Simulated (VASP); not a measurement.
# GaP (P4/mmm) in VASP: notebook

The runs below take GaP through single point, with PBE.

Program: VASP 6.6.1. These are calculated values, not measurements. Logs are shortened: lines on timing, memory, paths and dates and some standing lists are left out, and cuts for length are marked.

### 1 The cell of the first run

The structure is tetragonal, space group P4/mmm (No. 123). Conventional cell: a = 3.524 Å, b = 3.524 Å, c = 2.858 Å, α = 90.00°, β = 90.00°, γ = 90.00°. Within 3.8 Å of Ga (site symmetry 4/mmm) lie 6 Ga at 2.86 to 3.52 Å and 8 P at 2.87 Å. P (site symmetry 4/mmm) has 6 P at 2.86 to 3.52 Å and 8 Ga at 2.87 Å within 3.8 Å.

### 2 Single point, PBE

INCAR reads:

```
SYSTEM = GaP
PREC = Accurate
ENCUT = 520
EDIFF = 1E-6
ISMEAR = -1
SIGMA = 0.05
LREAL = .False.
LASPH = .True.
NELM = 100
ALGO = Normal
ISIF = 2
LWAVE = .False.
LCHARG = .False.
GGA = PE
NBANDS = 16
```

KPOINTS reads:

```
Automatic mesh
0
Gamma
  8 8 9
  0 0 0
```

POSCAR reads:

```
GaP
1.0
    3.5244548588      0.0000000000      0.0000000000
    0.0000000000      3.5244548588      0.0000000000
    0.0000000000      0.0000000000      2.8575261116
Ga P
1 1
Direct
    0.0000000000      0.0000000000      0.0000000000
    0.5000000000      0.5000000000      0.5000000000
```

Potentials or basis: VASP PAW PBE potentials, release 64 (Ga_d, P).

The run is started by

```
$ cat potpaw_PBE.64/Ga_d/POTCAR potpaw_PBE.64/P/POTCAR > POTCAR
$ mpirun -np 1 vasp_std > vasp.out
```

OUTCAR:

```text
SYSTEM = GaP
   PREC = Accurate
   ENCUT = 520
   EDIFF = 1E-6
   ISMEAR = -1
   LREAL = .False.
   LASPH = .True.
   NELM = 100
   ISIF = 2
   GGA = PE

 ion  position               nearest neighbor table
   1  0.000  0.000  0.000-   2 2.87   2 2.87   2 2.87   2 2.87   2 2.87   2 2.87   2 2.87   2 2.87

   2  0.500  0.500  0.500-   1 2.87   1 2.87   1 2.87   1 2.87   1 2.87   1 2.87   1 2.87   1 2.87

  LATTYP: Found a simple tetragonal cell.
 ALAT       =     3.5244548588
 C/A-ratio  =     0.8107710912

  Lattice vectors:

 A1 = (   3.5244548588,   0.0000000000,   0.0000000000)
 A2 = (   0.0000000000,   3.5244548588,   0.0000000000)
 A3 = (   0.0000000000,   0.0000000000,   2.8575261116)

Analysis of symmetry for initial positions (statically):
=====================================================================
 Subroutine PRICEL returns:
 Original cell was already a primitive cell.

 Routine SETGRP: Setting up the symmetry group for a
 simple tetragonal supercell.

 Subroutine GETGRP returns: Found 16 space group operations
 (whereof 16 operations were pure point group operations)
 out of a pool of 16 trial point group operations.

The static configuration has the point symmetry D_4h.

Analysis of symmetry for dynamics (positions and initial velocities):
=====================================================================
 Subroutine PRICEL returns:
 Original cell was already a primitive cell.

 Routine SETGRP: Setting up the symmetry group for a
 simple tetragonal supercell.

 Subroutine GETGRP returns: Found 16 space group operations
 (whereof 16 operations were pure point group operations)
 out of a pool of 16 trial point group operations.

The dynamic configuration has the point symmetry D_4h.

 Subroutine INISYM returns: Found 16 space group operations
 (whereof 16 operations are pure point group operations),
 and found     1 'primitive' translations

----------------------------------------------------------------------------------------

                                     Primitive cell

  volume of cell :      35.4956

  direct lattice vectors                    reciprocal lattice vectors
     3.524454859  0.000000000  0.000000000     0.283731822  0.000000000  0.000000000
     0.000000000  3.524454859  0.000000000     0.000000000  0.283731822  0.000000000
     0.000000000  0.000000000  2.857526112     0.000000000  0.000000000  0.349953058

  length of vectors
     3.524454859  3.524454859  2.857526112     0.283731822  0.283731822  0.349953058

  position of ions in fractional coordinates (direct lattice)
     0.000000000  0.000000000  0.000000000
     0.500000000  0.500000000  0.500000000

  ion indices of the primitive-cell ions
   primitive index   ion index
                 1           1
                 2           2

----------------------------------------------------------------------------------------

 KPOINTS: Automatic mesh

Automatic generation of k-mesh.
 Grid dimensions read from file:
 generate k-points for:    8    8    9

 Generating k-lattice:

  Cartesian coordinates                     Fractional coordinates (reciprocal lattice)
     0.035466478  0.000000000  0.000000000     0.125000000  0.000000000  0.000000000
     0.000000000  0.035466478  0.000000000     0.000000000  0.125000000  0.000000000
     0.000000000  0.000000000  0.038883673     0.000000000  0.000000000  0.111111111

  Length of vectors
     0.035466478  0.035466478  0.038883673

  Shift w.r.t. Gamma in fractional coordinates (k-lattice)
     0.000000000  0.000000000  0.000000000

 Subroutine IBZKPT returns following result:
 ===========================================

 Found     75 irreducible k-points:

 Following reciprocal coordinates:
            Coordinates               Weight
  0.000000  0.000000  0.000000      1.000000
  0.125000  0.000000  0.000000      4.000000
  0.250000  0.000000  0.000000      4.000000
  0.375000  0.000000  0.000000      4.000000
  0.500000  0.000000  0.000000      2.000000
  0.125000  0.125000  0.000000      4.000000
[... 16 lines left out ...]
  0.375000  0.125000  0.111111     16.000000
  0.500000  0.125000  0.111111      8.000000
 [... further k-points ...]
   k-points           NKPTS =     75   k-points in BZ     NKDIM =     75   number of bands    NBANDS=     16
   number of dos      NEDOS =    301   number of ions     NIONS =      2
   total plane-waves  NPLWV =  18816
   dimension x,y,z NGX =    28 NGY =   28 NGZ =   24
   dimension x,y,z NGXF=    56 NGYF=   56 NGZF=   48
   ions per type =               1   1
   NGX,Y,Z   is equivalent  to a cutoff of  13.21, 13.21, 13.96 a.u.
   NGXF,Y,Z  is equivalent  to a cutoff of  26.41, 26.41, 27.93 a.u.
 SYSTEM =  GaP
   PREC   = accura    normal or accurate (medium, high low for compatibility)
   ISTART =      0    job   : 0-new  1-cont  2-samecut
   ICHARG =      2    charge: 1-file 2-atom 10-const
   ISPIN  =      1    spin polarized calculation?
   LNONCOLLINEAR =      F non collinear calculations
   LSORBIT =      F    spin-orbit coupling
   LASPH  =      T    aspherical Exc in radial PAW
   ENCUT  =  520.0 eV  38.22 Ry    6.18 a.u.   6.55  6.55  5.31*2*pi/ulx,y,z
   NELM   =    100;   NELMIN=  2; NELMDL= -5     # of ELM steps
   EDIFF  = 0.1E-05   stopping-criterion for ELM
   LREAL  =      F    real-space projection
   EDIFFG = 0.1E-04   stopping-criterion for IOM
   NSW    =      0    number of steps for IOM
   IBRION =     -1    ionic relax: 0-MD 1-quasi-New 2-CG
   NFREE  =      0    steps in history (QN), initial steepest desc. (CG)
   ISIF   =      2    stress and relaxation
   ISYM   =      2    0-nonsym 1-usesym 2-fastsym
   POTIM  = 0.5000    time-step for ionic-motion
   TEBEG  =    0.0;   TEEND  =   0.0 temperature during run
   PSTRESS=    0.0 pullay stress
   NELECT =      18.0000    total number of electrons
   NUPDOWN=      -1.0000    fix difference up-down
   EMIN   =  10.00;   EMAX   =-10.00  energy-range for DOS
   EFERMI =   0.00;   METHOD = LEGACY
   ISMEAR =    -1;   SIGMA  =   0.05  broadening in eV -4-tet -1-fermi 0-gaus
   EFERMI_NEDOS =   21; number of points for ismear=-14 and -15
   IALGO  =     38    algorithm
   IMIX   =      4    mixing-type and parameters
     AMIX     =   0.40;   BMIX     =  1.00
     AMIX_MAG =   1.60;   BMIX_MAG =  1.00
  volume/ion in A,a.u.               =      17.75       119.77
  Fermi-wavevector in a.u.,A,eV,Ry     =   1.305492  2.467023 23.188545  1.704310
  Thomas-Fermi vector in A             =   2.436358
   LORBIT       =      0    0 simple, 1 ext, 2 COOP (PROOUT), +10 PAW based schemes
   GGA     = PE    functional components
   LHFCALC =     F    Hartree Fock is set to
   AEXX    =    0.0000 exact exchange contribution
   IVDW    =     0    specifies the selected vdW correction
   LEPSILON=     F    determine dielectric tensor
   LRPA    =     F    only Hartree local field effects (RPA)
 non-spin polarized calculation
  energy-cutoff  :      520.00
  volume of cell :       35.50
 maximum number of plane-waves:       979
 NGX is ok and might be reduce to    28
   NGX = 13   NGY = 13   NGZ = 11

 number of electron      18.0000008 magnetization

 Free energy of the ion-electron system (eV)
  ---------------------------------------------------
  ext. energy  EPLUGINS =         0.00000000
  ---------------------------------------------------
  free energy    TOTEN  =        -7.65954804 eV

  energy without entropy =       -7.65057614  energy(sigma->0) =       -7.65506209

 E-fermi :   6.4433     XC(G=0): -10.9368

 val. band max:        6.4086092250   @ k =   0.2500   0.1250   0.4444
 cond. band min:       6.4646241472   @ k =   0.3750   0.0000   0.3333
 fundamental gap:      0.0560149221
 Fermi energy:         6.4432555045

 k-point     1 :       0.0000    0.0000    0.0000
  band No.  band energies     occupation
      1      -8.4797      2.00000
      2      -8.3351      2.00000
      3      -8.2739      2.00000
      4      -8.2206      2.00000
      5      -8.2206      2.00000
      6      -6.7375      2.00000
[... 8 lines left out ...]
     15      17.5941      0.00000
     16      18.3729      0.00000

 k-point     2 :       0.1250    0.0000    0.0000
  band No.  band energies     occupation
      1      -8.4774      2.00000
      2      -8.3284      2.00000
      3      -8.2791      2.00000
      4      -8.2232      2.00000
      5      -8.2203      2.00000
      6      -6.5784      2.00000
[... 8 lines left out ...]
     15      17.7292      0.00000
     16      19.1846      0.00000

 k-point     3 :       0.2500    0.0000    0.0000
  band No.  band energies     occupation
      1      -8.4726      2.00000
      2      -8.3123      2.00000
      3      -8.2916      2.00000
      4      -8.2293      2.00000
      5      -8.2196      2.00000
      6      -6.1185      2.00000
[... 8 lines left out ...]
     15      16.4916      0.00000
     16      20.1035      0.00000

 k-point     4 :       0.3750    0.0000    0.0000
  band No.  band energies     occupation
      1      -8.4684      2.00000
      2      -8.3040      2.00000
      3      -8.2965      2.00000
      4      -8.2354      2.00000
      5      -8.2189      2.00000
      6      -5.4557      2.00000
[... 8 lines left out ...]
     15      16.7123      0.00000
     16      19.0009      0.00000
[... 324 lines left out ...]
 k-point    22 :       0.2500    0.1250    0.1111
  band No.  band energies     occupation
      1      -8.4357      2.00000
      2      -8.3027      2.00000
      3      -8.3019      2.00000
      4      -8.2501      2.00000
      5      -8.2385      2.00000
      6      -5.7405      2.00000
[... 8 lines left out ...]
     15      16.3771      0.00000
     16      18.8731      0.00000

 k-point    23 :       0.3750    0.1250    0.1111
  band No.  band energies     occupation
      1      -8.4309      2.00000
      2      -8.3194      2.00000
      3      -8.2851      2.00000
      4      -8.2589      2.00000
      5      -8.2372      2.00000
      6      -5.0798      2.00000
[... 8 lines left out ...]
     15      17.3931      0.00000
     16      19.1357      0.00000

 k-point    24 :       0.5000    0.1250    0.1111
  band No.  band energies     occupation
      1      -8.4291      2.00000
      2      -8.3261      2.00000
      3      -8.2781      2.00000
      4      -8.2625      2.00000
      5      -8.2366      2.00000
      6      -4.6611      2.00000
[... 8 lines left out ...]
     15      19.3945      0.00000
     16      19.6994      0.00000

 [... further k-points ...]
[... 5 lines left out ...]
  --------------------------------------------------------------------------------------
  -------------------------------------------------------------------------------------
  Total       -0.8519621     -0.8519621     -0.8964700      0.0000000     -0.0000000      0.0000000
  in kB      -38.4553467    -38.4553467    -40.4643197      0.0000000     -0.0000000      0.0000000
  external PRESSURE =     -39.1250044 kB  Pullay stress =       0.0000000 kB

 VOLUME and BASIS-vectors are now :
 -----------------------------------------------------------------------------
  energy-cutoff  :      520.00
  volume of cell :       35.50
      direct lattice vectors                 reciprocal lattice vectors
     3.524454859  0.000000000  0.000000000     0.283731822  0.000000000  0.000000000
     0.000000000  3.524454859  0.000000000     0.000000000  0.283731822  0.000000000
     0.000000000  0.000000000  2.857526112     0.000000000  0.000000000  0.349953058

 POSITION                                       TOTAL-FORCE (eV/Angst)
 -----------------------------------------------------------------------------------
      0.00000      0.00000      0.00000         0.000000      0.000000      0.000000
      1.76223      1.76223      1.42876         0.000000      0.000000      0.000000
 -----------------------------------------------------------------------------------
    total drift:                               -0.000000      0.000000     -0.000000

  FREE ENERGIE OF THE ION-ELECTRON SYSTEM (eV)
  ---------------------------------------------------
  free  energy   TOTEN  =        -7.6595480429 eV

  energy  without entropy=       -7.6505761435  energy(sigma->0) =       -7.65506209
```

It took 28 s on 1 thread of Intel Xeon Platinum 8488C (Sapphire Rapids), shared host; peak memory 0.17 GiB.

Results:

```yaml
Free_energy: -7.6595 eV
Pressure: -3.9 GPa
Band_gap_on_the_k_mesh: zero (band 9 reaches 8.94 eV, above the bottom of band 10 at 4.19 eV)
```

Levels at points of the mesh, in eV from the Fermi level:
| k point | band 6 | band 7 | band 8 | band 9 | band 10 | band 11 | band 12 | band 13 |
| --- | --- | --- | --- | --- | --- | --- | --- | --- |
| (0.00, 0.00, 0.00) | -13.18 | -2.79 | -2.00 | -2.00 | 2.57 | 3.67 | 7.04 | 8.65 |
| (0.50, 0.00, 0.00) | -11.47 | -8.65 | -0.31 | 2.49 | 2.70 | 2.91 | 3.58 | 8.31 |
| (0.50, 0.50, 0.00) | -10.07 | -5.84 | -5.57 | -5.57 | 4.00 | 9.14 | 9.14 | 9.91 |

[end of part 1 of 2]
